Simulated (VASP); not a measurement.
# MnO2 (Pyrolusite) (P4_2/mnm) in VASP: relaxation of shape and atoms at fixed volume with PBE+U

Aim: the relaxation of shape and atoms at fixed volume of MnO2 (Pyrolusite) with PBE+U.

Program: VASP 6.6.1. These are calculated values, not measurements. Logs are shortened: lines on timing, memory, paths and dates and some standing lists are left out, and cuts for length are marked.

## (1) The cell of the first run

Symmetry: P4_2/mnm, No. 136, tetragonal system. Conventional cell: a = 4.405 Å, b = 4.405 Å, c = 2.910 Å, α = 90.00°, β = 90.00°, γ = 90.00°. Within 2.5 Å of Mn (site symmetry mmm) lie 6 O at 1.89 to 1.91 Å. O (site symmetry m2m) has 3 Mn at 1.89 to 1.91 Å and 1 O at 2.42 Å within 2.5 Å.

## (2) Relaxation of shape and atoms at fixed volume, PBE+U, collinear spin, antiferromagnetic start (volume scaled by 0.980)

INCAR reads:

```
  PREC = Accurate
  ENCUT = 600
  EDIFF = 1E-7
  ISMEAR = 0
  SIGMA = 0.05
  LREAL = F
  LASPH = T
  NELM = 150
  ALGO = Normal
  ISIF = 4
  LWAVE = F
  LCHARG = F
  ISPIN = 2
  MAGMOM = 2.85 -2.85 -0.01 0.01 -0.01 0.01
  LORBIT = 11
  LMAXMIX = 4
  LDAU = T
  LDAUTYPE = 2
  LDAUL = 2 -1
  LDAUU = 3.9 0
  LDAUJ = 0 0
  LDAUPRINT = 1
  GGA = PE
  IBRION = 2
  NSW = 60
  EDIFFG = -0.01
```

KPOINTS reads:

```
regular mesh
0
Gamma
  6 6 8
```

POSCAR reads:

```
MnO2
1.0
    4.4051900364      0.0000000178      0.0000000000
    0.0000000178      4.4051900364      0.0000000000
    0.0000000000      0.0000000000      2.9103603572
Mn O
2 4
Direct
    0.0000000000      0.0000000000      0.0000000000
    0.5000000000      0.5000000000      0.5000000000
    0.3059815712      0.3059815712      0.0000000000
    0.1940184293      0.8059815707      0.5000000000
    0.6940184288      0.6940184288      0.0000000000
    0.8059815707      0.1940184293      0.5000000000
```

Potentials or basis: VASP PAW PBE potentials, release 64 (Mn_pv, O).

Command:

```
$ cat potpaw_PBE.64/Mn_pv/POTCAR potpaw_PBE.64/O/POTCAR > POTCAR
$ mpirun -np 1 vasp_std > vasp.out
```

OUTCAR:

```text
PREC = Accurate
   ENCUT = 600
   EDIFF = 1E-7
   ISMEAR = 0
   LREAL = F
   LASPH = T
   NELM = 150
   ISIF = 4
   ISPIN = 2
   LORBIT = 11
   GGA = PE
   IBRION = 2
   NSW = 60
   EDIFFG = -0.01

 ion  position               nearest neighbor table
   1  0.000  0.000  0.000-   4 1.89   6 1.89   4 1.89   6 1.89   5 1.91   3 1.91
   2  0.500  0.500  0.500-   3 1.89   5 1.89   3 1.89   5 1.89   4 1.91   6 1.91
   3  0.306  0.306  0.000-   2 1.89   2 1.89   1 1.91
   4  0.194  0.806  0.500-   1 1.89   1 1.89   2 1.91
   5  0.694  0.694  0.000-   2 1.89   2 1.89   1 1.91
   6  0.806  0.194  0.500-   1 1.89   1 1.89   2 1.91

  LATTYP: Found a simple tetragonal cell.
 ALAT       =     4.4051900364
 C/A-ratio  =     0.6606662444

  Lattice vectors:

 A1 = (   4.4051900364,   0.0000000178,   0.0000000000)
 A2 = (   0.0000000178,   4.4051900364,   0.0000000000)
 A3 = (   0.0000000000,   0.0000000000,   2.9103603572)

Analysis of symmetry for initial positions (statically):
=====================================================================
 Subroutine PRICEL returns:
 Original cell was already a primitive cell.

 Routine SETGRP: Setting up the symmetry group for a
 simple tetragonal supercell.

 Subroutine GETGRP returns: Found 16 space group operations
 (whereof  8 operations were pure point group operations)
 out of a pool of 16 trial point group operations.

The static configuration has the point symmetry D_2h.
 The point group associated with its full space group is D_4h.

Analysis of symmetry for dynamics (positions and initial velocities):
=====================================================================
 Subroutine PRICEL returns:
 Original cell was already a primitive cell.

 Routine SETGRP: Setting up the symmetry group for a
 simple tetragonal supercell.

 Subroutine GETGRP returns: Found 16 space group operations
 (whereof  8 operations were pure point group operations)
 out of a pool of 16 trial point group operations.

The dynamic configuration has the point symmetry D_2h.
 The point group associated with its full space group is D_4h.

Analysis of structural, dynamic, and magnetic symmetry:
=====================================================================
 Subroutine PRICEL returns:
[... 279 lines left out ...]
  o =  0.9598  v = -0.5341  0.0000 -0.8454  0.0000 -0.0000  0.0000  0.0000  0.0000  0.0000  0.0000      0.0000  0.0000  0.0000  0.0000  0.0000  0.0000  0.0000  0.0000  0.0000  0.0000
  o =  0.9656  v =  0.0000  0.7071  0.0000  0.7071  0.0000  0.0000  0.0000  0.0000  0.0000  0.0000      0.0000  0.0000  0.0000  0.0000  0.0000  0.0000  0.0000  0.0000  0.0000  0.0000
  o =  0.9659  v =  0.0000  0.0000  0.0000  0.0000 -1.0000  0.0000  0.0000  0.0000  0.0000  0.0000      0.0000  0.0000  0.0000  0.0000  0.0000  0.0000  0.0000  0.0000  0.0000  0.0000

atom =   2  type =  1  l = 2

 onsite density matrix

spin component  1

  0.2443  0.0000  0.1178  0.0000  0.0000
  0.0000  0.2267  0.0000  0.1105  0.0000
  0.1178  0.0000  0.1419  0.0000  0.0000
  0.0000  0.1105  0.0000  0.2267  0.0000
  0.0000  0.0000  0.0000  0.0000  0.1299

spin component  2

  0.6227  0.0000 -0.2130  0.0000 -0.0000
  0.0000  0.7318  0.0000 -0.2338  0.0000
 -0.2130  0.0000  0.8252  0.0000  0.0000
  0.0000 -0.2338  0.0000  0.7318  0.0000
 -0.0000  0.0000  0.0000  0.0000  0.9659

 occupancies and eigenvectors

  o =  0.0647  v =  0.5483  0.0000 -0.8363 -0.0000  0.0000  0.0000  0.0000  0.0000  0.0000  0.0000      0.0000  0.0000  0.0000  0.0000  0.0000  0.0000  0.0000  0.0000  0.0000  0.0000
  o =  0.1163  v = -0.0000  0.7071  0.0000 -0.7071  0.0000  0.0000  0.0000  0.0000  0.0000  0.0000      0.0000  0.0000  0.0000  0.0000  0.0000  0.0000  0.0000  0.0000  0.0000  0.0000
  o =  0.1299  v = -0.0000 -0.0000  0.0000  0.0000  1.0000  0.0000  0.0000  0.0000  0.0000  0.0000      0.0000  0.0000  0.0000  0.0000  0.0000  0.0000  0.0000  0.0000  0.0000  0.0000
  o =  0.3216  v =  0.8363  0.0000  0.5483  0.0000  0.0000  0.0000  0.0000  0.0000  0.0000  0.0000      0.0000  0.0000  0.0000  0.0000  0.0000  0.0000  0.0000  0.0000  0.0000  0.0000
  o =  0.3372  v = -0.0000  0.7071 -0.0000  0.7071 -0.0000  0.0000  0.0000  0.0000  0.0000  0.0000      0.0000  0.0000  0.0000  0.0000  0.0000  0.0000  0.0000  0.0000  0.0000  0.0000
  o =  0.4881  v =  0.0000  0.0000  0.0000  0.0000  0.0000  0.8454 -0.0000  0.5341  0.0000 -0.0000      0.0000  0.0000  0.0000  0.0000  0.0000  0.0000  0.0000  0.0000  0.0000  0.0000
  o =  0.4980  v =  0.0000  0.0000  0.0000  0.0000  0.0000  0.0000 -0.7071  0.0000 -0.7071  0.0000      0.0000  0.0000  0.0000  0.0000  0.0000  0.0000  0.0000  0.0000  0.0000  0.0000
  o =  0.9598  v =  0.0000  0.0000  0.0000  0.0000  0.0000  0.5341  0.0000 -0.8454  0.0000  0.0000      0.0000  0.0000  0.0000  0.0000  0.0000  0.0000  0.0000  0.0000  0.0000  0.0000
  o =  0.9656  v =  0.0000  0.0000  0.0000  0.0000  0.0000  0.0000 -0.7071  0.0000  0.7071  0.0000      0.0000  0.0000  0.0000  0.0000  0.0000  0.0000  0.0000  0.0000  0.0000  0.0000
  o =  0.9659  v =  0.0000  0.0000  0.0000  0.0000  0.0000  0.0000 -0.0000 -0.0000  0.0000 -1.0000      0.0000  0.0000  0.0000  0.0000  0.0000  0.0000  0.0000  0.0000  0.0000  0.0000

--------------------------------------- Ionic step        3  -------------------------------------------

 number of electron      49.9999951 magnetization      -0.0000000

 Free energy of the ion-electron system (eV)
  ---------------------------------------------------
  ext. energy  EPLUGINS =         0.00000000
  ---------------------------------------------------
  free energy    TOTEN  =       -42.38095719 eV

  energy without entropy =      -42.38095718  energy(sigma->0) =      -42.38095718

 E-fermi :   5.0858     XC(G=0): -11.9269

 val. band max:        4.9275079824   @ k =   0.0000   0.0000   0.0000
 cond. band min:       5.2440372140   @ k =   0.0000   0.0000   0.0000
 fundamental gap:      0.3165292316
 Fermi energy:         5.0857755841

 spin component 1

 k-point     1 :       0.0000    0.0000    0.0000
  band No.  band energies     occupation
      1     -45.9974      1.00000
      2     -45.9411      1.00000
      3     -45.8860      1.00000
      4     -42.7474      1.00000
      5     -42.6585      1.00000
      6     -42.6466      1.00000
[... 1612 lines left out ...]
  FREE ENERGIE OF THE ION-ELECTRON SYSTEM (eV)
  ---------------------------------------------------
  free  energy   TOTEN  =       -42.3809571850 eV

  energy  without entropy=      -42.3809571763  energy(sigma->0) =      -42.38095718

 reached required accuracy - stopping structural energy minimisation

 total charge

# of ion       s       p       d       tot
------------------------------------------
    1        0.352   6.462   4.815  11.629
    2        0.352   6.462   4.815  11.629
    3        1.564   3.476   0.000   5.040
    4        1.564   3.476   0.000   5.040
    5        1.564   3.476   0.000   5.040
    6        1.564   3.476   0.000   5.040
--------------------------------------------------
tot          6.960  26.830   9.629  43.419

 magnetization (x)

# of ion       s       p       d       tot
------------------------------------------
    1        0.016   0.028   2.905   2.950
    2       -0.016  -0.028  -2.905  -2.950
    3       -0.001  -0.006   0.000  -0.007
    4        0.001   0.006   0.000   0.007
    5       -0.001  -0.006   0.000  -0.007
    6        0.001   0.006   0.000   0.007
--------------------------------------------------
tot          0.000   0.000  -0.000  -0.000
```

OSZICAR:

```text
N       E                     dE             d eps       ncg     rms          rms(c)
DAV:   1     0.700996098072E+03    0.70100E+03   -0.31044E+04  6096   0.222E+03
DAV:   2     0.354439398138E+02   -0.66555E+03   -0.62823E+03  6410   0.604E+02
[... 28 lines left out ...]
DAV:   1    -0.423808879886E+02   -0.17028E-03   -0.86188E-02  6000   0.197E+00    0.119E-01
DAV:   2    -0.423810198325E+02   -0.13184E-03   -0.24006E-03  6852   0.365E-01    0.753E-02
DAV:   3    -0.423809713279E+02    0.48505E-04   -0.66914E-05  7024   0.909E-02    0.499E-02
DAV:   4    -0.423809564941E+02    0.14834E-04   -0.52036E-05  7068   0.691E-02    0.266E-02
DAV:   5    -0.423809571525E+02   -0.65837E-06   -0.11875E-05  6560   0.294E-02    0.922E-03
DAV:   6    -0.423809571850E+02   -0.32578E-07   -0.64784E-07  6364   0.681E-03
   3 F= -.42380957E+02 E0= -.42380957E+02  d E =-.920807E-03  mag=    -0.0000
```

Wall time 4.3 min (1 thread of Oxide Virtual Turin-like, shared host); peak memory 0.26 GiB.

What came out:

```
Free energy                                           : -42.3810 eV
Energy gained by relaxing                             : 0.2 meV/atom
Ionic steps                                           : 3
Pressure after relaxing                               : 5.6 GPa
Largest force after relaxing                          : 0.004 eV/Å
Band gap on the k mesh                                : 0.32 eV, direct
Net moment                                            : 0.00 μB per cell
Site moments                                          : Mn +2.95, -2.95; O -0.01, +0.01 μB
Valence electrons inside the program's atomic spheres : Mn 11.63; O 5.04
```

Forces in eV/Å, atoms in the order of the input:
```
Mn   0.000  0.000  0.000
Mn   0.000  0.000  0.000
O   -0.003 -0.003  0.000
O    0.003 -0.003  0.000
O    0.003  0.003  0.000
O   -0.003  0.003  0.000
```

The path:
```tsv
step	energy change (eV)	largest force (eV/Å)	pressure (GPa)	volume (Å³)
1	0.0000	0.1127	5.81	56.48
2	-0.0007	0.0517	5.49	56.48
3	-0.0009	0.0038	5.59	56.48
```

Final structure:
```
Mn O
1.0
     4.40324    0.00000    0.00000
     0.00000    4.40324    0.00000
     0.00000    0.00000    2.91294
Mn O
2 4
Cartesian
  0.0000 0.0000 0.0000
  2.2016 2.2016 1.4565
  1.3448 1.3448 0.0000
  0.8569 3.5464 1.4565
  3.0585 3.0585 0.0000
  3.5464 0.8569 1.4565
```

Eigenvalues of the final occupation matrices:
```csv
site,spin,trace,eigenvalues
site 1 d,1,3.88,0.49 0.50 0.96 0.97 0.97
site 1 d,2,0.97,0.06 0.12 0.13 0.32 0.34
site 2 d,1,0.97,0.06 0.12 0.13 0.32 0.34
site 2 d,2,3.88,0.49 0.50 0.96 0.97 0.97
```

Caveat: the cell differs from its parent crystal (volume scaled by 0.980). A k mesh can miss the band edges.
